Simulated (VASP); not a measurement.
# ZnCu (Pm-3m) in VASP: settings compared

ZnCu is run at these levels: PBEsol, LDA, r2SCAN; tasks: relaxation of cell and atoms, relaxation of the atoms.

Everything below comes from runs of VASP 6.6.1. Logs are shortened: lines on timing, memory, paths and dates and some standing lists are left out, and cuts for length are marked.

## (1) The cell of the first run

Symmetry: Pm-3m, No. 221, cubic system. The conventional cell has a = 2.945 Å, b = 2.945 Å, c = 2.945 Å, α = 90.00°, β = 90.00°, γ = 90.00°. Within 3.4 Å of Zn (site symmetry m-3m) lie 8 Cu at 2.55 Å and 6 Zn at 2.94 Å. Within 3.4 Å of Cu (site symmetry m-3m) lie 8 Zn at 2.55 Å and 6 Cu at 2.94 Å.

## (2) Relaxation of cell and atoms, PBEsol

The input, INCAR:

```
SYSTEM = ZnCu
PREC = Accurate
ENCUT = 600
EDIFF = 1E-6
ISMEAR = -1
SIGMA = 0.1
LREAL = .FALSE.
LASPH = .TRUE.
NELM = 100
ALGO = Normal
ISIF = 3
LWAVE = .FALSE.
LCHARG = .FALSE.
GGA = PS
IBRION = 2
NSW = 80
EDIFFG = -0.01
```

The input, KPOINTS:

```
Automatic mesh
0
G
  11 11 11
  0 0 0
```

The input, POSCAR:

```
ZnCu
1.0
    2.9450000000      0.0000000000      0.0000000000
    0.0000000000      2.9450000000      0.0000000000
    0.0000000000      0.0000000000      2.9450000000
Zn Cu
1 1
Direct
    0.5000000000      0.5000000000      0.5000000000
    0.0000000000      0.0000000000      0.0000000000
```

Potentials or basis: VASP PAW PBE potentials, release 64 (Zn, Cu).

Command:

```sh
cat potpaw_PBE.64/Zn/POTCAR potpaw_PBE.64/Cu/POTCAR > POTCAR
mpirun -np 1 vasp_std > vasp.out
```

OUTCAR:

```text
SYSTEM = ZnCu
   PREC = Accurate
   ENCUT = 600
   EDIFF = 1E-6
   ISMEAR = -1
   LREAL = .FALSE.
   LASPH = .TRUE.
   NELM = 100
   ISIF = 3
   GGA = PS
   IBRION = 2
   NSW = 80
   EDIFFG = -0.01

 ion  position               nearest neighbor table
   1  0.500  0.500  0.500-   2 2.55   2 2.55   2 2.55   2 2.55   2 2.55   2 2.55   2 2.55   2 2.55

   2  0.000  0.000  0.000-   1 2.55   1 2.55   1 2.55   1 2.55   1 2.55   1 2.55   1 2.55   1 2.55

  LATTYP: Found a simple cubic cell.
 ALAT       =     2.9450000000

  Lattice vectors:

 A1 = (   2.9450000000,   0.0000000000,   0.0000000000)
 A2 = (   0.0000000000,   2.9450000000,   0.0000000000)
 A3 = (   0.0000000000,   0.0000000000,   2.9450000000)

Analysis of symmetry for initial positions (statically):
=====================================================================
 Subroutine PRICEL returns:
 Original cell was already a primitive cell.

 Routine SETGRP: Setting up the symmetry group for a
 simple cubic supercell.

 Subroutine GETGRP returns: Found 48 space group operations
 (whereof 48 operations were pure point group operations)
 out of a pool of 48 trial point group operations.

The static configuration has the point symmetry O_h .

Analysis of symmetry for dynamics (positions and initial velocities):
=====================================================================
 Subroutine PRICEL returns:
 Original cell was already a primitive cell.

 Routine SETGRP: Setting up the symmetry group for a
 simple cubic supercell.

 Subroutine GETGRP returns: Found 48 space group operations
 (whereof 48 operations were pure point group operations)
 out of a pool of 48 trial point group operations.

The dynamic configuration has the point symmetry O_h .

 Subroutine INISYM returns: Found 48 space group operations
 (whereof 48 operations are pure point group operations),
 and found     1 'primitive' translations

----------------------------------------------------------------------------------------

                                     Primitive cell

  volume of cell :      25.5421

  direct lattice vectors                    reciprocal lattice vectors
     2.945000000  0.000000000  0.000000000     0.339558574  0.000000000  0.000000000
     0.000000000  2.945000000  0.000000000     0.000000000  0.339558574  0.000000000
     0.000000000  0.000000000  2.945000000     0.000000000  0.000000000  0.339558574

  length of vectors
     2.945000000  2.945000000  2.945000000     0.339558574  0.339558574  0.339558574

  position of ions in fractional coordinates (direct lattice)
     0.500000000  0.500000000  0.500000000
     0.000000000  0.000000000  0.000000000

  ion indices of the primitive-cell ions
   primitive index   ion index
                 1           1
                 2           2

----------------------------------------------------------------------------------------

 KPOINTS: Automatic mesh

Automatic generation of k-mesh.
 Grid dimensions read from file:
 generate k-points for:   11   11   11

 Generating k-lattice:

  Cartesian coordinates                     Fractional coordinates (reciprocal lattice)
     0.030868961  0.000000000  0.000000000     0.090909091  0.000000000  0.000000000
     0.000000000  0.030868961  0.000000000     0.000000000  0.090909091  0.000000000
     0.000000000  0.000000000  0.030868961     0.000000000  0.000000000  0.090909091

  Length of vectors
     0.030868961  0.030868961  0.030868961

  Shift w.r.t. Gamma in fractional coordinates (k-lattice)
     0.000000000  0.000000000  0.000000000

 Subroutine IBZKPT returns following result:
 ===========================================

 Found     56 irreducible k-points:

 Following reciprocal coordinates:
            Coordinates               Weight
  0.000000  0.000000  0.000000      1.000000
  0.090909  0.000000  0.000000      6.000000
  0.181818  0.000000  0.000000      6.000000
  0.272727  0.000000  0.000000      6.000000
  0.363636  0.000000  0.000000      6.000000
  0.454545  0.000000  0.000000      6.000000
[... 16 lines left out ...]
  0.181818  0.090909  0.090909     24.000000
  0.272727  0.090909  0.090909     24.000000
 [... further k-points ...]
   k-points           NKPTS =     56   k-points in BZ     NKDIM =     56   number of bands    NBANDS=     15
   number of dos      NEDOS =    301   number of ions     NIONS =      2
   total plane-waves  NPLWV =  13824
   dimension x,y,z NGX =    24 NGY =   24 NGZ =   24
   dimension x,y,z NGXF=    48 NGYF=   48 NGZF=   48
   ions per type =               1   1
   NGX,Y,Z   is equivalent  to a cutoff of  13.55, 13.55, 13.55 a.u.
   NGXF,Y,Z  is equivalent  to a cutoff of  27.10, 27.10, 27.10 a.u.
 SYSTEM =  ZnCu
   PREC   = accura    normal or accurate (medium, high low for compatibility)
   ISTART =      0    job   : 0-new  1-cont  2-samecut
   ICHARG =      2    charge: 1-file 2-atom 10-const
   ISPIN  =      1    spin polarized calculation?
   LNONCOLLINEAR =      F non collinear calculations
   LSORBIT =      F    spin-orbit coupling
   LASPH  =      T    aspherical Exc in radial PAW
   ENCUT  =  600.0 eV  44.10 Ry    6.64 a.u.   5.88  5.88  5.88*2*pi/ulx,y,z
   NELM   =    100;   NELMIN=  2; NELMDL= -5     # of ELM steps
   EDIFF  = 0.1E-05   stopping-criterion for ELM
   LREAL  =      F    real-space projection
   EDIFFG = -.1E-01   stopping-criterion for IOM
   NSW    =     80    number of steps for IOM
   IBRION =      2    ionic relax: 0-MD 1-quasi-New 2-CG
   NFREE  =      1    steps in history (QN), initial steepest desc. (CG)
   ISIF   =      3    stress and relaxation
   ISYM   =      2    0-nonsym 1-usesym 2-fastsym
   POTIM  = 0.5000    time-step for ionic-motion
   TEBEG  =    0.0;   TEEND  =   0.0 temperature during run
   PSTRESS=    0.0 pullay stress
   NELECT =      23.0000    total number of electrons
   NUPDOWN=      -1.0000    fix difference up-down
   EMIN   =  10.00;   EMAX   =-10.00  energy-range for DOS
   EFERMI =   0.00;   METHOD = LEGACY
   ISMEAR =    -1;   SIGMA  =   0.10  broadening in eV -4-tet -1-fermi 0-gaus
   EFERMI_NEDOS =   21; number of points for ismear=-14 and -15
   IALGO  =     38    algorithm
   IMIX   =      4    mixing-type and parameters
     AMIX     =   0.40;   BMIX     =  1.00
     AMIX_MAG =   1.60;   BMIX_MAG =  1.00
  volume/ion in A,a.u.               =      12.77        86.18
  Fermi-wavevector in a.u.,A,eV,Ry     =   1.580880  2.987429 34.003415  2.499180
  Thomas-Fermi vector in A             =   2.681040
   LORBIT       =      0    0 simple, 1 ext, 2 COOP (PROOUT), +10 PAW based schemes
   GGA     = PS    functional components
   LHFCALC =     F    Hartree Fock is set to
   AEXX    =    0.0000 exact exchange contribution
   IVDW    =     0    specifies the selected vdW correction
   LEPSILON=     F    determine dielectric tensor
   LRPA    =     F    only Hartree local field effects (RPA)
 conjugate gradient relaxation of ions
 non-spin polarized calculation
  energy-cutoff  :      600.00
  volume of cell :       25.54
 maximum number of plane-waves:       874
 NGX is ok and might be reduce to    24
   NGX = 11   NGY = 11   NGZ = 11

--------------------------------------- Ionic step        1  -------------------------------------------

 number of electron      23.0000000 magnetization

 Free energy of the ion-electron system (eV)
  ---------------------------------------------------
  ext. energy  EPLUGINS =         0.00000000
  ---------------------------------------------------
  free energy    TOTEN  =        -6.09707767 eV

  energy without entropy =       -6.08223274  energy(sigma->0) =       -6.08965521

------------------------ aborting loop because EDIFF is reached ----------------------------------------

  FORCE on cell =-STRESS in cart. coord.  units (eV):
  Direction    XX          YY          ZZ          XY          YZ          ZX
  --------------------------------------------------------------------------------------
  -------------------------------------------------------------------------------------
  Total       -0.6703333     -0.6703333     -0.6703333      0.0000000      0.0000000     -0.0000000
  in kB      -42.0480134    -42.0480134    -42.0480134      0.0000000      0.0000000     -0.0000000
  external PRESSURE =     -42.0480134 kB  Pullay stress =       0.0000000 kB

 VOLUME and BASIS-vectors are now :
 -----------------------------------------------------------------------------
  energy-cutoff  :      600.00
  volume of cell :       25.54
      direct lattice vectors                 reciprocal lattice vectors
     2.945000000  0.000000000  0.000000000     0.339558574  0.000000000  0.000000000
     0.000000000  2.945000000  0.000000000     0.000000000  0.339558574  0.000000000
     0.000000000  0.000000000  2.945000000     0.000000000  0.000000000  0.339558574
[... 37 lines left out ...]
 POSITION                                       TOTAL-FORCE (eV/Angst)
 -----------------------------------------------------------------------------------
      1.44869      1.44869      1.44869         0.000000      0.000000      0.000000
      0.00000      0.00000      0.00000        -0.000000     -0.000000      0.000000
 -----------------------------------------------------------------------------------
    total drift:                                0.000000      0.000000     -0.000000

  FREE ENERGIE OF THE ION-ELECTRON SYSTEM (eV)
  ---------------------------------------------------
  free  energy   TOTEN  =        -6.1055428846 eV

  energy  without entropy=       -6.0917353594  energy(sigma->0) =       -6.09863912

--------------------------------------- Ionic step        3  -------------------------------------------

 number of electron      22.9999984 magnetization

 Free energy of the ion-electron system (eV)
  ---------------------------------------------------
  ext. energy  EPLUGINS =         0.00000000
  ---------------------------------------------------
  free energy    TOTEN  =        -6.10816382 eV

  energy without entropy =       -6.09402454  energy(sigma->0) =       -6.10109418

 E-fermi :   5.6414     XC(G=0): -12.7527

 val. band max:        5.6206504431   @ k =   0.4545   0.3636   0.3636
 cond. band min:       5.6455870082   @ k =   0.4545   0.4545   0.2727
 fundamental gap:      0.0249365651
 Fermi energy:         5.6413716225

 k-point     1 :       0.0000    0.0000    0.0000
  band No.  band energies     occupation
      1      -4.9436      2.00000
      2      -2.2558      2.00000
      3      -2.2558      2.00000
      4      -1.5014      2.00000
      5      -1.5014      2.00000
      6      -1.5014      2.00000
      7       2.0132      2.00000
      8       2.0132      2.00000
      9       2.8916      2.00000
     10       2.8916      2.00000
     11       2.8916      2.00000
     12      11.9920      0.00000
     13      11.9920      0.00000
     14      11.9920      0.00000
     15      17.1518      0.00000
[... 397 lines left out ...]
 k-point    24 :       0.2727    0.0909    0.0909
  band No.  band energies     occupation
      1      -3.3663      2.00000
      2      -2.0667      2.00000
      3      -1.9383      2.00000
      4      -1.6334      2.00000
      5      -1.5850      2.00000
      6      -1.4825      2.00000
      7       1.9893      2.00000
      8       2.0134      2.00000
      9       2.5053      2.00000
     10       2.5074      2.00000
     11       2.8144      2.00000
     12       6.4675      0.00052
     13      12.5279      0.00000
     14      12.6880      0.00000
     15      19.7692      0.00000

 [... further k-points ...]

------------------------ aborting loop because EDIFF is reached ----------------------------------------

  FORCE on cell =-STRESS in cart. coord.  units (eV):
  Direction    XX          YY          ZZ          XY          YZ          ZX
  --------------------------------------------------------------------------------------
  -------------------------------------------------------------------------------------
  Total        0.0025646      0.0025646      0.0025646      0.0000000      0.0000000      0.0000000
  in kB        0.1662607      0.1662607      0.1662607      0.0000000      0.0000000      0.0000000
  external PRESSURE =       0.1662607 kB  Pullay stress =       0.0000000 kB

 VOLUME and BASIS-vectors are now :
 -----------------------------------------------------------------------------
  energy-cutoff  :      600.00
  volume of cell :       24.71
      direct lattice vectors                 reciprocal lattice vectors
     2.912828754 -0.000000000 -0.000000000     0.343308888 -0.000000000 -0.000000000
     0.000000000  2.912828754 -0.000000000     0.000000000  0.343308888 -0.000000000
     0.000000000  0.000000000  2.912828754     0.000000000  0.000000000  0.343308888

 POSITION                                       TOTAL-FORCE (eV/Angst)
 -----------------------------------------------------------------------------------
      1.45641      1.45641      1.45641         0.000000      0.000000      0.000000
      0.00000      0.00000      0.00000        -0.000000     -0.000000      0.000000
 -----------------------------------------------------------------------------------
    total drift:                                0.000000      0.000000     -0.000000

  FREE ENERGIE OF THE ION-ELECTRON SYSTEM (eV)
  ---------------------------------------------------
  free  energy   TOTEN  =        -6.1081638209 eV

  energy  without entropy=       -6.0940245352  energy(sigma->0) =       -6.10109418

 reached required accuracy - stopping structural energy minimisation
```

Run time: 19 s. Hardware: 1 thread of AMD EPYC 9R45 (Zen 5), shared host; peak memory 0.13 GiB.

What came out:

```
Free energy                           : -6.1082 eV
Relaxed volume                        : 12.36 Å³/atom
Relaxed cell                          : a = 2.913 Å, b = 2.913 Å, c = 2.913 Å, α = 90.00°, β = 90.00°, γ = 90.00°
Space group after relaxing (to 0.1 Å) : Pm-3m (No. 221)
Energy gained by relaxing             : 5.5 meV/atom
Ionic steps                           : 3
Pressure after relaxing               : 0.0 GPa
Band gap on the k mesh                : zero (an odd number of electrons rules out a gap without spin polarisation)
```

The path:
| step | energy change (eV) | largest force (eV/Å) | pressure (GPa) | volume (Å³) |
| --- | --- | --- | --- | --- |
| 1 | 0.0000 | 0.0000 | -4.20 | 25.54 |
| 2 | -0.0085 | 0.0000 | 2.25 | 24.32 |
| 3 | -0.0111 | 0.0000 | 0.02 | 24.71 |

Final structure:
```cif
data_structure
_symmetry_space_group_name_H-M 'P 1'
_symmetry_Int_Tables_number 1
_cell_length_a 2.9128
_cell_length_b 2.9128
_cell_length_c 2.9128
_cell_angle_alpha 90.000
_cell_angle_beta 90.000
_cell_angle_gamma 90.000
_cell_volume 24.71
loop_
_atom_site_label
_atom_site_type_symbol
_atom_site_fract_x
_atom_site_fract_y
_atom_site_fract_z
_atom_site_occupancy
Zn1 Zn 0.50000 0.50000 0.50000 1
Cu1 Cu 0.00000 0.00000 0.00000 1
```

Levels at points of the mesh, in eV from the Fermi level:
| k point | band 8 | band 9 | band 10 | band 11 | band 12 | band 13 | band 14 | band 15 |
| --- | --- | --- | --- | --- | --- | --- | --- | --- |
| (0.00, 0.00, 0.00) | -3.63 | -2.75 | -2.75 | -2.75 | 6.35 | 6.35 | 6.35 | 11.51 |

Caveat: the PAW data sets were made with another functional, which shifts forces and pressure a little.

## (3) Relaxation of cell and atoms, LDA

The input, INCAR:

```
SYSTEM = ZnCu
PREC = Accurate
ENCUT = 600
EDIFF = 1E-7
ISMEAR = -1
SIGMA = 0.1
LREAL = .FALSE.
LASPH = .TRUE.
NELM = 60
ALGO = Normal
ISIF = 3
LWAVE = .FALSE.
LCHARG = .FALSE.
IBRION = 2
NSW = 80
EDIFFG = -0.01
```

The input, KPOINTS:

```
regular mesh
0
G
  11 11 11
  0 0 0
```

POSCAR is that of step 2.

Potentials or basis: VASP PAW LDA potentials, release 64 (Zn, Cu).

Command:

```sh
cat potpaw_LDA.64/Zn/POTCAR potpaw_LDA.64/Cu/POTCAR > POTCAR
mpirun -np 1 vasp_std > vasp.out
```

Wall time 22 s (1 thread of AMD EPYC 9R45 (Zen 5), shared host); peak memory 0.12 GiB.

The run converged. Its results:

```
Free energy                           : -6.8079 eV
Relaxed volume                        : 11.88 Å³/atom
Relaxed cell                          : a = 2.875 Å, b = 2.875 Å, c = 2.875 Å, α = 90.00°, β = 90.00°, γ = 90.00°
Space group after relaxing (to 0.1 Å) : Pm-3m (No. 221)
Energy gained by relaxing             : 27.4 meV/atom
Ionic steps                           : 3
Pressure after relaxing               : 0.0 GPa
Band gap on the k mesh                : zero (an odd number of electrons rules out a gap without spin polarisation)
```

The path:
```tsv
step	energy change (eV)	largest force (eV/Å)	pressure (GPa)	volume (Å³)
1	0.0000	0.0000	-9.12	25.54
2	-0.0405	0.0000	5.75	22.95
3	-0.0547	0.0000	0.04	23.76
```

Final structure:
```xyz
2
Lattice="2.8749 0.0000 0.0000 0.0000 2.8749 0.0000 0.0000 0.0000 2.8749" Properties=species:S:1:pos:R:3 pbc="T T T"
Zn    1.4375    1.4375    1.4375
Cu    0.0000    0.0000    0.0000
```

Levels at points of the mesh, in eV from the Fermi level:
| k point | band 8 | band 9 | band 10 | band 11 | band 12 | band 13 | band 14 | band 15 |
| --- | --- | --- | --- | --- | --- | --- | --- | --- |
| (0.00, 0.00, 0.00) | -3.81 | -2.89 | -2.89 | -2.89 | 6.45 | 6.45 | 6.45 | 11.87 |

LDA usually gives volumes a few per cent too small. Zero-point motion and thermal expansion aren't in these numbers.

(Continued in part 2 of 2.)
